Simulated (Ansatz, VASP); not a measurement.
## One calculation of BeAl3, two programs

```xyz
4
Lattice="-1.9739 1.9739 3.9148 1.9739 -1.9739 3.9148 1.9739 1.9739 -3.9148" Properties=species:S:1:pos:R:3 pbc="T T T"
Be    0.0000    0.0000    0.0000
Al    0.0000    1.9739    1.9574
Al    1.9739    0.0000    1.9574
Al    0.0000    0.0000    3.9148
```

Alike in both runs: task single point; functional PBE; k mesh 16 × 16 × 16; occupations gaussian, width 0.1 eV; no spin polarisation.

|  | VASP | Ansatz |
| --- | --- | --- |
| version | VASP 6.6.1 | Ansatz 0.2.0 |
| potentials or method | VASP PAW PBE potentials, release 64 (Be, Al), cutoff 520 eV | scalar-relativistic, plane waves, PAW |
| valence electrons in the cell | 11 | 11 |

```csv
,VASP,Ansatz,Ansatz less VASP
gap on the k mesh at the Fermi level (eV),none,none,-
pressure (GPa),-3.3,-3.3,+0.02
"traceless stress, the component that is largest in VASP (GPa)",0.53,0.53,-0.002
```

A gap of «none» marks a metal or a gap that the smearing closes.
